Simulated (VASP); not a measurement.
# Zn2SbO3 (P-4m2) in VASP: further runs

Runs on Zn2SbO3. Level: PBE. Tasks: single point.

Program: VASP 6.6.1. These are calculated values, not measurements. Logs are shortened: lines on timing, memory, paths and dates and some standing lists are left out, and cuts for length are marked.

**1. The cell of the first run**

The structure is tetragonal, space group P-4m2 (No. 115). Conventional cell: a = 3.323 Å, b = 3.323 Å, c = 7.283 Å, α = 90.00°, β = 90.00°, γ = 90.00°. Within 3.3 Å of Zn (site symmetry 2mm) lie 7 O at 2.50 to 2.56 Å and 2 Sb at 2.55 Å. Within 3.1 Å of Sb (site symmetry -4m2) lie 4 O at 2.35 Å and 4 Zn at 2.55 Å. O (site symmetry -4m2) has 4 Sb at 2.35 Å and 4 Zn at 2.55 Å within 3.1 Å. Within 3.3 Å of O (site symmetry 2mm) lie 5 Zn at 2.50 to 2.56 Å and 6 O at 2.91 to 3.24 Å and 2 Sb at 3.24 Å.

**2. Single point, PBE**

Contents of INCAR:

```
SYSTEM = Zn2SbO3
PREC = Accurate
ENCUT = 520
EDIFF = 1E-6
ISMEAR = 0
SIGMA = 0.1
LREAL = .FALSE.
LASPH = .TRUE.
NELM = 60
ALGO = Normal
ISIF = 2
LWAVE = .FALSE.
LCHARG = .FALSE.
GGA = PE
NBANDS = 32
```

Contents of KPOINTS:

```
Automatic mesh
0
G
  6 6 4
  0 0 0
```

Contents of POSCAR:

```
Zn2SbO3
1.0
    3.3229925400      0.0000000000      0.0000000000
    0.0000000000      3.3229925400      0.0000000000
    0.0000000000      0.0000000000      7.2827730400
Zn Sb O
2 1 3
Direct
    0.0000000000      0.5000000000      0.7340000300
    0.5000000000      0.0000000000      0.2659999700
    0.0000000000      0.0000000000      0.0000000000
    0.5000000000      0.5000000000      0.0000000000
    0.0000000000      0.5000000000      0.3820000000
    0.5000000000      0.0000000000      0.6180000000
```

Potentials or basis: VASP PAW PBE potentials, release 64 (Zn, Sb, O).

Command:

```
> cat potpaw_PBE.64/Zn/POTCAR potpaw_PBE.64/Sb/POTCAR potpaw_PBE.64/O/POTCAR > POTCAR
> mpirun -np 1 vasp_std > vasp.out
```

OUTCAR:

```text
SYSTEM = Zn2SbO3
   PREC = Accurate
   ENCUT = 520
   EDIFF = 1E-6
   ISMEAR = 0
   LREAL = .FALSE.
   LASPH = .TRUE.
   NELM = 60
   ISIF = 2
   GGA = PE

 ion  position               nearest neighbor table
   1  0.000  0.500  0.734-   6 2.50   6 2.50   6 2.50   6 2.50   3 2.55   3 2.55
   2  0.500  0.000  0.266-   5 2.50   5 2.50   5 2.50   5 2.50   3 2.55   3 2.55
   3  0.000  0.000  0.000-   4 2.35   4 2.35   4 2.35   4 2.35   2 2.55   2 2.55   1 2.55   1 2.55

   4  0.500  0.500  0.000-   3 2.35   3 2.35   3 2.35   3 2.35
   5  0.000  0.500  0.382-   2 2.50   2 2.50   2 2.50   2 2.50
   6  0.500  0.000  0.618-   1 2.50   1 2.50   1 2.50   1 2.50

  LATTYP: Found a simple tetragonal cell.
 ALAT       =     3.3229925400
 C/A-ratio  =     2.1916308726

  Lattice vectors:

 A1 = (   3.3229925400,   0.0000000000,   0.0000000000)
 A2 = (   0.0000000000,   3.3229925400,   0.0000000000)
 A3 = (   0.0000000000,   0.0000000000,   7.2827730400)

Analysis of symmetry for initial positions (statically):
=====================================================================
 Subroutine PRICEL returns:
 Original cell was already a primitive cell.

 Routine SETGRP: Setting up the symmetry group for a
 simple tetragonal supercell.

 Subroutine GETGRP returns: Found  8 space group operations
 (whereof  8 operations were pure point group operations)
 out of a pool of 16 trial point group operations.

The static configuration has the point symmetry D_2d.

Analysis of symmetry for dynamics (positions and initial velocities):
=====================================================================
 Subroutine PRICEL returns:
 Original cell was already a primitive cell.

 Routine SETGRP: Setting up the symmetry group for a
 simple tetragonal supercell.

 Subroutine GETGRP returns: Found  8 space group operations
 (whereof  8 operations were pure point group operations)
 out of a pool of 16 trial point group operations.

The dynamic configuration has the point symmetry D_2d.

 Subroutine INISYM returns: Found  8 space group operations
 (whereof  8 operations are pure point group operations),
 and found     1 'primitive' translations

----------------------------------------------------------------------------------------

                                     Primitive cell

  volume of cell :      80.4184

  direct lattice vectors                    reciprocal lattice vectors
     3.322992540  0.000000000  0.000000000     0.300933568  0.000000000  0.000000000
     0.000000000  3.322992540  0.000000000     0.000000000  0.300933568  0.000000000
     0.000000000  0.000000000  7.282773040     0.000000000  0.000000000  0.137310334

  length of vectors
     3.322992540  3.322992540  7.282773040     0.300933568  0.300933568  0.137310334

  position of ions in fractional coordinates (direct lattice)
     0.000000000  0.500000000  0.734000030
     0.500000000  0.000000000  0.265999970
     0.000000000  0.000000000  0.000000000
     0.500000000  0.500000000  0.000000000
     0.000000000  0.500000000  0.382000000
     0.500000000  0.000000000  0.618000000

  ion indices of the primitive-cell ions
   primitive index   ion index
                 1           1
                 2           2
                 3           3
                 4           4
                 5           5
                 6           6

----------------------------------------------------------------------------------------

 KPOINTS: Automatic mesh

Automatic generation of k-mesh.
 Grid dimensions read from file:
 generate k-points for:    6    6    4

 Generating k-lattice:

  Cartesian coordinates                     Fractional coordinates (reciprocal lattice)
     0.050155595  0.000000000  0.000000000     0.166666667  0.000000000  0.000000000
     0.000000000  0.050155595  0.000000000     0.000000000  0.166666667  0.000000000
     0.000000000  0.000000000  0.034327584     0.000000000  0.000000000  0.250000000

  Length of vectors
     0.050155595  0.050155595  0.034327584

  Shift w.r.t. Gamma in fractional coordinates (k-lattice)
     0.000000000  0.000000000  0.000000000

 Subroutine IBZKPT returns following result:
 ===========================================

 Found     30 irreducible k-points:

 Following reciprocal coordinates:
            Coordinates               Weight
  0.000000  0.000000  0.000000      1.000000
  0.166667  0.000000  0.000000      4.000000
  0.333333  0.000000  0.000000      4.000000
  0.500000  0.000000  0.000000      2.000000
  0.166667  0.166667  0.000000      4.000000
  0.333333  0.166667  0.000000      8.000000
[... 16 lines left out ...]
  0.333333  0.000000  0.500000      4.000000
  0.500000  0.000000  0.500000      2.000000
 [... further k-points ...]
   k-points           NKPTS =     30   k-points in BZ     NKDIM =     30   number of bands    NBANDS=     32
   number of dos      NEDOS =    301   number of ions     NIONS =      6
   total plane-waves  NPLWV =  42336
   dimension x,y,z NGX =    28 NGY =   28 NGZ =   54
   dimension x,y,z NGXF=    56 NGYF=   56 NGZF=  108
   ions per type =               2   1   3
   NGX,Y,Z   is equivalent  to a cutoff of  14.01, 14.01, 12.33 a.u.
   NGXF,Y,Z  is equivalent  to a cutoff of  28.02, 28.02, 24.65 a.u.
 SYSTEM =  Zn2SbO3
   PREC   = accura    normal or accurate (medium, high low for compatibility)
   ISTART =      0    job   : 0-new  1-cont  2-samecut
   ICHARG =      2    charge: 1-file 2-atom 10-const
   ISPIN  =      1    spin polarized calculation?
   LNONCOLLINEAR =      F non collinear calculations
   LSORBIT =      F    spin-orbit coupling
   LASPH  =      T    aspherical Exc in radial PAW
   ENCUT  =  520.0 eV  38.22 Ry    6.18 a.u.   6.18  6.18 13.54*2*pi/ulx,y,z
   NELM   =     60;   NELMIN=  2; NELMDL= -5     # of ELM steps
   EDIFF  = 0.1E-05   stopping-criterion for ELM
   LREAL  =      F    real-space projection
   EDIFFG = 0.1E-04   stopping-criterion for IOM
   NSW    =      0    number of steps for IOM
   IBRION =     -1    ionic relax: 0-MD 1-quasi-New 2-CG
   NFREE  =      0    steps in history (QN), initial steepest desc. (CG)
   ISIF   =      2    stress and relaxation
   ISYM   =      2    0-nonsym 1-usesym 2-fastsym
   POTIM  = 0.5000    time-step for ionic-motion
   TEBEG  =    0.0;   TEEND  =   0.0 temperature during run
   PSTRESS=    0.0 pullay stress
   NELECT =      47.0000    total number of electrons
   NUPDOWN=      -1.0000    fix difference up-down
   EMIN   =  10.00;   EMAX   =-10.00  energy-range for DOS
   EFERMI =   0.00;   METHOD = LEGACY
   ISMEAR =     0;   SIGMA  =   0.10  broadening in eV -4-tet -1-fermi 0-gaus
   EFERMI_NEDOS =   21; number of points for ismear=-14 and -15
   IALGO  =     38    algorithm
   IMIX   =      4    mixing-type and parameters
     AMIX     =   0.40;   BMIX     =  1.00
     AMIX_MAG =   1.60;   BMIX_MAG =  1.00
  volume/ion in A,a.u.               =      13.40        90.45
  Fermi-wavevector in a.u.,A,eV,Ry     =   1.368744  2.586551 25.489979  1.873461
  Thomas-Fermi vector in A             =   2.494681
   LORBIT       =      0    0 simple, 1 ext, 2 COOP (PROOUT), +10 PAW based schemes
   GGA     = PE    functional components
   LHFCALC =     F    Hartree Fock is set to
   AEXX    =    0.0000 exact exchange contribution
   IVDW    =     0    specifies the selected vdW correction
   LEPSILON=     F    determine dielectric tensor
   LRPA    =     F    only Hartree local field effects (RPA)
 non-spin polarized calculation
 Gauss-broadening in eV      SIGMA  =   0.10
  energy-cutoff  :      520.00
  volume of cell :       80.42
 maximum number of plane-waves:      2200
 NGX is ok and might be reduce to    28
   NGX = 13   NGY = 13   NGZ = 27

 number of electron      47.0000009 magnetization

 Free energy of the ion-electron system (eV)
  ---------------------------------------------------
  ext. energy  EPLUGINS =         0.00000000
  ---------------------------------------------------
  free energy    TOTEN  =       -20.94645419 eV

  energy without entropy =      -20.91951975  energy(sigma->0) =      -20.93298697

 E-fermi :   4.0759     XC(G=0): -11.0135

 val. band max:        4.0753567209   @ k =   0.3333   0.1667   0.2500
 cond. band min:       4.0807172707   @ k =   0.5000   0.1667   0.2500
 fundamental gap:      0.0053605498
 Fermi energy:         4.0758558824

 k-point     1 :       0.0000    0.0000    0.0000
  band No.  band energies     occupation
      1     -15.9921      2.00000
      2     -12.3561      2.00000
      3     -11.6686      2.00000
      4      -5.5001      2.00000
      5      -3.4404      2.00000
      6      -2.9617      2.00000
[... 24 lines left out ...]
     31      12.5821      0.00000
     32      12.6724      0.00000

 k-point     2 :       0.1667    0.0000    0.0000
  band No.  band energies     occupation
      1     -15.8504      2.00000
      2     -12.2646      2.00000
      3     -11.6543      2.00000
      4      -6.2316      2.00000
      5      -3.3562      2.00000
      6      -2.8882      2.00000
[... 24 lines left out ...]
     31      12.7144      0.00000
     32      13.6111      0.00000

 k-point     3 :       0.3333    0.0000    0.0000
  band No.  band energies     occupation
      1     -15.5346      2.00000
      2     -12.0387      2.00000
      3     -11.6661      2.00000
      4      -7.4108      2.00000
      5      -3.1960      2.00000
      6      -2.8006      2.00000
[... 24 lines left out ...]
     31      13.1426      0.00000
     32      13.1574      0.00000

 k-point     4 :       0.5000    0.0000    0.0000
  band No.  band energies     occupation
      1     -15.3557      2.00000
      2     -11.8130      2.00000
      3     -11.7837      2.00000
      4      -7.9399      2.00000
      5      -3.0803      2.00000
      6      -2.8361      2.00000
[... 654 lines left out ...]
     31      12.9157      0.00000
     32      13.5232      0.00000

 k-point    23 :       0.3333    0.0000    0.5000
  band No.  band energies     occupation
      1     -15.5334      2.00000
      2     -12.0470      2.00000
      3     -11.6591      2.00000
      4      -7.4331      2.00000
      5      -3.0834      2.00000
      6      -2.8343      2.00000
[... 24 lines left out ...]
     31      12.8618      0.00000
     32      13.4006      0.00000

 k-point    24 :       0.5000    0.0000    0.5000
  band No.  band energies     occupation
      1     -15.3551      2.00000
      2     -11.8093      2.00000
      3     -11.7854      2.00000
      4      -7.9660      2.00000
      5      -3.0115      2.00000
      6      -2.8104      2.00000
[... 24 lines left out ...]
     31      13.3772      0.00000
     32      13.8500      0.00000

 [... further k-points ...]
[... 5 lines left out ...]
  --------------------------------------------------------------------------------------
  -------------------------------------------------------------------------------------
  Total       -1.2424495     -1.2424495      2.1412751      0.0000000      0.0000000     -0.0000000
  in kB      -24.7533412    -24.7533412     42.6606570      0.0000000      0.0000000     -0.0000000
  external PRESSURE =      -2.2820085 kB  Pullay stress =       0.0000000 kB

 VOLUME and BASIS-vectors are now :
 -----------------------------------------------------------------------------
  energy-cutoff  :      520.00
  volume of cell :       80.42
      direct lattice vectors                 reciprocal lattice vectors
     3.322992540  0.000000000  0.000000000     0.300933568  0.000000000  0.000000000
     0.000000000  3.322992540  0.000000000     0.000000000  0.300933568  0.000000000
     0.000000000  0.000000000  7.282773040     0.000000000  0.000000000  0.137310334

 POSITION                                       TOTAL-FORCE (eV/Angst)
 -----------------------------------------------------------------------------------
      0.00000      1.66150      5.34556        -0.000000      0.000000     -5.265346
      1.66150      0.00000      1.93722         0.000000     -0.000000      5.265346
      0.00000      0.00000      0.00000        -0.000000     -0.000000      0.000000
      1.66150      1.66150      0.00000         0.000000      0.000000      0.000000
      0.00000      1.66150      2.78202         0.000000     -0.000000     -1.622880
      1.66150      0.00000      4.50075         0.000000     -0.000000      1.622880
 -----------------------------------------------------------------------------------
    total drift:                                0.000000      0.000000      0.000000

  FREE ENERGIE OF THE ION-ELECTRON SYSTEM (eV)
  ---------------------------------------------------
  free  energy   TOTEN  =       -20.9464541867 eV

  energy  without entropy=      -20.9195197476  energy(sigma->0) =      -20.93298697
```

Wall time 37 s (1 thread of Intel Xeon 6975P-C (Granite Rapids), shared host); peak memory 0.24 GiB.

Results:

| Quantity | Value |
| --- | --- |
| Free energy | -20.9465 eV |
| Pressure | -0.2 GPa |
| Largest force | 5.265 eV/Å |

Forces on the atoms (eV/Å):
```
Zn   0.000  0.000 -5.265
Zn   0.000  0.000  5.265
Sb   0.000  0.000  0.000
O    0.000  0.000  0.000
O    0.000  0.000 -1.623
O    0.000  0.000  1.623
```

Levels at points of the mesh, in eV from the Fermi level:
| k point | band 21 | band 22 | band 23 | band 24 | band 25 | band 26 |
| --- | --- | --- | --- | --- | --- | --- |
| (0.00, 0.00, 0.00) | -1.30 | -0.54 | -0.54 | 0.33 | 0.59 | 4.20 |
| (0.50, 0.00, 0.00) | -1.27 | -0.52 | -0.45 | -0.38 | -0.25 | 2.53 |
| (0.50, 0.50, 0.00) | -1.48 | -1.48 | -1.12 | 0.87 | 0.87 | 0.91 |
| (0.00, 0.00, 0.50) | -1.34 | -0.80 | -0.51 | -0.51 | 2.60 | 4.02 |
| (0.50, 0.00, 0.50) | -1.33 | -0.73 | -0.51 | -0.45 | 0.26 | 2.49 |
| (0.50, 0.50, 0.50) | -1.34 | -1.34 | -1.31 | 0.41 | 0.67 | 0.67 |

Caveat: spin-orbit coupling is left out, which moves the levels of the heavy elements; an odd number of electrons without spin polarisation forces a metal; a magnetic or distorted state may lie lower.

(Part 1 of 2 ends here.)
